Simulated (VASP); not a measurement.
# GaSb3 (Im-3m) in VASP: further runs

Runs on GaSb3. Level: PBE. Tasks: single point.

Everything below comes from runs of VASP 6.6.1. Logs are shortened: lines on timing, memory, paths and dates and some standing lists are left out, and cuts for length are marked.

## Step 1: The cell of the first run

Symmetry: Im-3m, No. 229, cubic system. Conventional cell: a = 6.045 Å, b = 6.045 Å, c = 6.045 Å, α = 90.00°, β = 90.00°, γ = 90.00°. Within 4.0 Å of Ga (site symmetry m-3m) lie 6 Sb at 3.02 Å. Sb (site symmetry 4/mmm) has 2 Ga at 3.02 Å and 4 Sb at 3.02 Å within 4.0 Å.

The cell was built from a structure type or drawn by symmetry, and may not be a known phase.

## Step 2: Single point, PBE

Contents of INCAR:

```
SYSTEM = GaSb3
  PREC = Accurate
  ENCUT = 500
  EDIFF = 1E-6
  ISMEAR = 0
  SIGMA = 0.1
  LREAL = .False.
  LASPH = .True.
  NELM = 120
  ALGO = Normal
  ISIF = 2
  LWAVE = .False.
  LCHARG = .True.
  GGA = PE
  LELF = .True.
  LVHAR = .True.
  NBANDS = 22
  GGA_COMPAT = .False.
```

Contents of KPOINTS:

```
Automatic mesh
0
Gamma
  4 4 4
  0 0 0
```

Contents of POSCAR:

```
GaSb3
1.0
   -3.0225304876      3.0225304876      3.0225304876
    3.0225304876     -3.0225304876      3.0225304876
    3.0225304876      3.0225304876     -3.0225304876
Ga Sb
1 3
Direct
    0.0000000000      0.0000000000      0.0000000000
    0.0000000000      0.5000000000      0.5000000000
    0.5000000000      0.0000000000      0.5000000000
    0.5000000000      0.5000000000      0.0000000000
```

Potentials or basis: VASP PAW PBE potentials, release 64 (Ga_d, Sb).

Launch:

```
$ cat potpaw_PBE.64/Ga_d/POTCAR potpaw_PBE.64/Sb/POTCAR > POTCAR
$ mpirun -np 1 vasp_std > vasp.out
```

OUTCAR:

```text
SYSTEM = GaSb3
   PREC = Accurate
   ENCUT = 500
   EDIFF = 1E-6
   ISMEAR = 0
   LREAL = .False.
   LASPH = .True.
   NELM = 120
   ISIF = 2
   GGA = PE

 ion  position               nearest neighbor table
   1  0.000  0.000  0.000-   2 3.02   3 3.02   4 3.02   2 3.02   3 3.02   4 3.02
   2  0.000  0.500  0.500-   1 3.02   3 3.02   4 3.02   1 3.02   4 3.02   3 3.02
   3  0.500  0.000  0.500-   1 3.02   2 3.02   4 3.02   4 3.02   1 3.02   2 3.02
   4  0.500  0.500  0.000-   1 3.02   2 3.02   3 3.02   3 3.02   2 3.02   1 3.02

  LATTYP: Found a body centered cubic cell.
 ALAT       =     6.0450609752

  Lattice vectors:

 A1 = (  -3.0225304876,   3.0225304876,   3.0225304876)
 A2 = (   3.0225304876,  -3.0225304876,   3.0225304876)
 A3 = (   3.0225304876,   3.0225304876,  -3.0225304876)

Analysis of symmetry for initial positions (statically):
=====================================================================
 Subroutine PRICEL returns:
 Original cell was already a primitive cell.

 Routine SETGRP: Setting up the symmetry group for a
 body centered cubic supercell.

 Subroutine GETGRP returns: Found 48 space group operations
 (whereof 48 operations were pure point group operations)
 out of a pool of 48 trial point group operations.

The static configuration has the point symmetry O_h .

Analysis of symmetry for dynamics (positions and initial velocities):
=====================================================================
 Subroutine PRICEL returns:
 Original cell was already a primitive cell.

 Routine SETGRP: Setting up the symmetry group for a
 body centered cubic supercell.

 Subroutine GETGRP returns: Found 48 space group operations
 (whereof 48 operations were pure point group operations)
 out of a pool of 48 trial point group operations.

The dynamic configuration has the point symmetry O_h .

 Subroutine INISYM returns: Found 48 space group operations
 (whereof 48 operations are pure point group operations),
 and found     1 'primitive' translations

----------------------------------------------------------------------------------------

                                     Primitive cell

  volume of cell :     110.4516

  direct lattice vectors                    reciprocal lattice vectors
    -3.022530488  3.022530488  3.022530488     0.000000000  0.165424303  0.165424303
     3.022530488 -3.022530488  3.022530488     0.165424303  0.000000000  0.165424303
     3.022530488  3.022530488 -3.022530488     0.165424303  0.165424303  0.000000000

  length of vectors
     5.235176372  5.235176372  5.235176372     0.233945293  0.233945293  0.233945293

  position of ions in fractional coordinates (direct lattice)
     0.000000000  0.000000000  0.000000000
     0.000000000  0.500000000  0.500000000
     0.500000000  0.000000000  0.500000000
     0.500000000  0.500000000  0.000000000

  ion indices of the primitive-cell ions
   primitive index   ion index
                 1           1
                 2           2
                 3           3
                 4           4

----------------------------------------------------------------------------------------

 KPOINTS: Automatic mesh

Automatic generation of k-mesh.
 Grid dimensions read from file:
 generate k-points for:    4    4    4

 Generating k-lattice:

  Cartesian coordinates                     Fractional coordinates (reciprocal lattice)
     0.000000000  0.041356076  0.041356076     0.250000000  0.000000000  0.000000000
     0.041356076  0.000000000  0.041356076     0.000000000  0.250000000  0.000000000
     0.041356076  0.041356076  0.000000000     0.000000000  0.000000000  0.250000000

  Length of vectors
     0.058486323  0.058486323  0.058486323

  Shift w.r.t. Gamma in fractional coordinates (k-lattice)
     0.000000000  0.000000000  0.000000000

 Subroutine IBZKPT returns following result:
 ===========================================

 Found      8 irreducible k-points:

 Following reciprocal coordinates:
            Coordinates               Weight
  0.000000  0.000000  0.000000      1.000000
  0.250000  0.000000  0.000000     12.000000
  0.500000  0.000000  0.000000      6.000000
  0.250000  0.250000  0.000000     24.000000
  0.250000  0.250000  0.250000      2.000000
 -0.250000  0.250000  0.250000      6.000000
  0.500000  0.500000  0.250000     12.000000
  0.500000  0.500000  0.500000      1.000000
   k-points           NKPTS =      8   k-points in BZ     NKDIM =      8   number of bands    NBANDS=     22
   number of dos      NEDOS =    301   number of ions     NIONS =      4
   total plane-waves  NPLWV =  64000
   dimension x,y,z NGX =    40 NGY =   40 NGZ =   40
   dimension x,y,z NGXF=    80 NGYF=   80 NGZF=   80
   ions per type =               1   3
   NGX,Y,Z   is equivalent  to a cutoff of  12.70, 12.70, 12.70 a.u.
   NGXF,Y,Z  is equivalent  to a cutoff of  25.40, 25.40, 25.40 a.u.
 SYSTEM =  GaSb3
   PREC   = accura    normal or accurate (medium, high low for compatibility)
   ISTART =      0    job   : 0-new  1-cont  2-samecut
   ICHARG =      2    charge: 1-file 2-atom 10-const
   ISPIN  =      1    spin polarized calculation?
   LNONCOLLINEAR =      F non collinear calculations
   LSORBIT =      F    spin-orbit coupling
   LASPH  =      T    aspherical Exc in radial PAW
   ENCUT  =  500.0 eV  36.75 Ry    6.06 a.u.   9.54  9.54  9.54*2*pi/ulx,y,z
   NELM   =    120;   NELMIN=  2; NELMDL= -5     # of ELM steps
   EDIFF  = 0.1E-05   stopping-criterion for ELM
   LREAL  =      F    real-space projection
   EDIFFG = 0.1E-04   stopping-criterion for IOM
   NSW    =      0    number of steps for IOM
   IBRION =     -1    ionic relax: 0-MD 1-quasi-New 2-CG
   NFREE  =      0    steps in history (QN), initial steepest desc. (CG)
   ISIF   =      2    stress and relaxation
   ISYM   =      2    0-nonsym 1-usesym 2-fastsym
   POTIM  = 0.5000    time-step for ionic-motion
   TEBEG  =    0.0;   TEEND  =   0.0 temperature during run
   PSTRESS=    0.0 pullay stress
   NELECT =      28.0000    total number of electrons
   NUPDOWN=      -1.0000    fix difference up-down
   EMIN   =  10.00;   EMAX   =-10.00  energy-range for DOS
   EFERMI =   0.00;   METHOD = LEGACY
   ISMEAR =     0;   SIGMA  =   0.10  broadening in eV -4-tet -1-fermi 0-gaus
   EFERMI_NEDOS =   21; number of points for ismear=-14 and -15
   IALGO  =     38    algorithm
   IMIX   =      4    mixing-type and parameters
     AMIX     =   0.40;   BMIX     =  1.00
     AMIX_MAG =   1.60;   BMIX_MAG =  1.00
  volume/ion in A,a.u.               =      27.61       186.34
  Fermi-wavevector in a.u.,A,eV,Ry     =   1.036104  1.957953 14.606020  1.073512
  Thomas-Fermi vector in A             =   2.170479
   LORBIT       =      0    0 simple, 1 ext, 2 COOP (PROOUT), +10 PAW based schemes
   GGA     = PE    functional components
   LHFCALC =     F    Hartree Fock is set to
   AEXX    =    0.0000 exact exchange contribution
   IVDW    =     0    specifies the selected vdW correction
   LEPSILON=     F    determine dielectric tensor
   LRPA    =     F    only Hartree local field effects (RPA)
 non-spin polarized calculation
 Gauss-broadening in eV      SIGMA  =   0.10
  energy-cutoff  :      500.00
  volume of cell :      110.45
 maximum number of plane-waves:      2816
 NGX is ok and might be reduce to    40
   NGX = 19   NGY = 19   NGZ = 19

 number of electron      28.0000018 magnetization

 Free energy of the ion-electron system (eV)
  ---------------------------------------------------
  ext. energy  EPLUGINS =         0.00000000
  ---------------------------------------------------
  free energy    TOTEN  =       -14.94880141 eV

  energy without entropy =      -14.93549806  energy(sigma->0) =      -14.94214974

 E-fermi :   6.3497     XC(G=0):  -9.7830

 val. band max:        6.2788173001   @ k =   0.5000   0.0000   0.0000
 cond. band min:       6.3939638253   @ k =   0.5000   0.0000   0.0000
 fundamental gap:      0.1151465252
 Fermi energy:         6.3497371154

 k-point     1 :       0.0000    0.0000    0.0000
  band No.  band energies     occupation
      1      -8.0182      2.00000
      2      -8.0182      2.00000
      3      -7.9882      2.00000
      4      -7.9882      2.00000
      5      -7.9882      2.00000
      6      -5.6101      2.00000
[... 14 lines left out ...]
     21      10.9797      0.00000
     22      14.3272      0.00000

 k-point     2 :       0.2500    0.0000    0.0000
  band No.  band energies     occupation
      1      -8.0196      2.00000
      2      -8.0171      2.00000
      3      -7.9888      2.00000
      4      -7.9884      2.00000
      5      -7.9873      2.00000
      6      -5.1604      2.00000
[... 14 lines left out ...]
     21      11.4454      0.00000
     22      13.1347      0.00000

 k-point     3 :       0.5000    0.0000    0.0000
  band No.  band energies     occupation
      1      -8.0212      2.00000
      2      -8.0159      2.00000
      3      -7.9894      2.00000
      4      -7.9886      2.00000
      5      -7.9864      2.00000
      6      -4.1673      2.00000
[... 14 lines left out ...]
     21      12.7249      0.00000
     22      12.8644      0.00000

 k-point     4 :       0.2500    0.2500    0.0000
  band No.  band energies     occupation
      1      -8.0197      2.00000
      2      -8.0173      2.00000
      3      -7.9892      2.00000
      4      -7.9883      2.00000
      5      -7.9871      2.00000
      6      -4.3210      2.00000
[... 14 lines left out ...]
     21      11.8003      0.00000
     22      12.1345      0.00000

 k-point     5 :       0.2500    0.2500    0.2500
  band No.  band energies     occupation
      1      -8.0159      2.00000
      2      -8.0159      2.00000
      3      -7.9888      2.00000
      4      -7.9888      2.00000
      5      -7.9888      2.00000
      6      -3.1982      2.00000
[... 14 lines left out ...]
     21       8.6028      0.00000
     22      16.2128      0.00000

 k-point     6 :      -0.2500    0.2500    0.2500
  band No.  band energies     occupation
      1      -8.0232      2.00000
      2      -8.0190      2.00000
      3      -7.9879      2.00000
      4      -7.9879      2.00000
      5      -7.9872      2.00000
      6      -4.7404      2.00000
[... 14 lines left out ...]
     21      12.4610      0.00000
     22      12.4610      0.00000

 k-point     7 :       0.5000    0.5000    0.2500
  band No.  band energies     occupation
      1      -8.0249      2.00000
      2      -8.0226      2.00000
      3      -7.9879      2.00000
      4      -7.9875      2.00000
      5      -7.9863      2.00000
      6      -3.8553      2.00000
[... 14 lines left out ...]
     21      12.2722      0.00000
     22      12.4831      0.00000

 k-point     8 :       0.5000    0.5000    0.5000
  band No.  band energies     occupation
      1      -8.0289      2.00000
      2      -8.0289      2.00000
      3      -7.9863      2.00000
      4      -7.9863      2.00000
      5      -7.9863      2.00000
      6      -3.4556      2.00000
[... 14 lines left out ...]
     21      12.5341      0.00000
     22      14.0306      0.00000

------------------------ aborting loop because EDIFF is reached ----------------------------------------

  FORCE on cell =-STRESS in cart. coord.  units (eV):
  Direction    XX          YY          ZZ          XY          YZ          ZX
  --------------------------------------------------------------------------------------
  -------------------------------------------------------------------------------------
  Total       -0.3311257     -0.3311257     -0.3311257      0.0000000     -0.0000000      0.0000000
  in kB       -4.8032084     -4.8032084     -4.8032084      0.0000000     -0.0000000      0.0000000
  external PRESSURE =      -4.8032084 kB  Pullay stress =       0.0000000 kB

 VOLUME and BASIS-vectors are now :
 -----------------------------------------------------------------------------
  energy-cutoff  :      500.00
  volume of cell :      110.45
      direct lattice vectors                 reciprocal lattice vectors
    -3.022530488  3.022530488  3.022530488     0.000000000  0.165424303  0.165424303
     3.022530488 -3.022530488  3.022530488     0.165424303  0.000000000  0.165424303
     3.022530488  3.022530488 -3.022530488     0.165424303  0.165424303  0.000000000

 POSITION                                       TOTAL-FORCE (eV/Angst)
 -----------------------------------------------------------------------------------
      0.00000      0.00000      0.00000         0.000000      0.000000     -0.000000
      3.02253      0.00000      0.00000         0.000000     -0.000000     -0.000000
      0.00000      3.02253      0.00000         0.000000      0.000000      0.000000
      0.00000      0.00000      3.02253        -0.000000     -0.000000      0.000000
 -----------------------------------------------------------------------------------
    total drift:                               -0.000000      0.000000      0.000000

  FREE ENERGIE OF THE ION-ELECTRON SYSTEM (eV)
  ---------------------------------------------------
  free  energy   TOTEN  =       -14.9488014134 eV

  energy  without entropy=      -14.9354980631  energy(sigma->0) =      -14.94214974
```

It took 25 s on 1 thread of AMD EPYC 7R43 (Zen 3), shared host; peak memory 0.19 GiB.

Results:

```
Free energy            : -14.9488 eV
Pressure               : -0.5 GPa
Band gap on the k mesh : zero (bands 14 and 15 overlap by 2.28 eV)
```

Levels at points of the mesh, in eV from the Fermi level:
| k point | band 10 | band 11 | band 12 | band 13 | band 14 | band 15 | band 16 | band 17 | band 18 | band 19 |
| --- | --- | --- | --- | --- | --- | --- | --- | --- | --- | --- |
| (0.00, 0.00, 0.00) | -3.47 | -3.47 | -3.47 | -2.03 | -2.03 | -2.03 | 2.80 | 2.80 | 2.80 | 4.63 |
| (0.50, 0.00, 0.00) | -3.90 | -2.62 | -0.93 | -0.16 | -0.07 | 0.04 | 1.36 | 2.89 | 2.98 | 3.60 |
| (0.50, 0.50, 0.50) | -5.13 | -5.13 | -1.98 | -0.50 | -0.50 | -0.50 | 5.64 | 5.64 | 5.64 | 6.18 |

Caveat: the k points lie up to 0.37 Å⁻¹ apart, too coarse for converged energies and pressures of a metal; spin-orbit coupling is left out, which moves the levels of the heavy elements.

## Step 3: Single point, PBE

This run uses another cell than the first one, of 27.34 Å³/atom.

Contents of INCAR:

```
SYSTEM = GaSb3
PREC = Accurate ; ENCUT = 500
EDIFF = 1E-6 ; ISMEAR = 0
SIGMA = 0.2 ; LREAL = .False.
LASPH = .True. ; NELM = 120
ALGO = Normal ; ISIF = 2
LWAVE = .False. ; LCHARG = .False.
GGA = PE ; NBANDS = 22
GGA_COMPAT = .False.
```

Contents of KPOINTS:

```
Automatic mesh
0
Gamma
  5 5 5
  0 0 0
```

Contents of POSCAR:

```
GaSb3
1.0
   -3.0123818300      3.0123818300      3.0123818300
    3.0123818300     -3.0123818300      3.0123818300
    3.0123818300      3.0123818300     -3.0123818300
Ga Sb
1 3
Direct
    0.0000000000      0.0000000000      0.0000000000
    0.0000000000      0.5000000000      0.5000000000
    0.5000000000      0.0000000000      0.5000000000
    0.5000000000      0.5000000000      0.0000000000
```

Potentials or basis: VASP PAW PBE potentials, release 64 (Ga_d, Sb).

Launch:

```
$ cat potpaw_PBE.64/Ga_d/POTCAR potpaw_PBE.64/Sb/POTCAR > POTCAR
$ mpirun -np 1 vasp_std > vasp.out
```

It took 27 s on 1 thread of AMD EPYC 7R43 (Zen 3), shared host; peak memory 0.2 GiB.

It converged, with:

| Item | Value |
| --- | --- |
| Free energy | -15.1851 eV |
| Pressure | 0.6 GPa |
| Band gap on the k mesh | zero (bands 14 and 15 overlap by 2.67 eV) |

Levels at points of the mesh, in eV from the Fermi level:
```csv
k point,band 11,band 12,band 13,band 14,band 15,band 16,band 17,band 18
"(0.00, 0.00, 0.00)",-3.71,-3.71,-2.36,-2.36,-2.36,2.51,2.51,2.51
```

Caveat: spin-orbit coupling is left out, which moves the levels of the heavy elements.
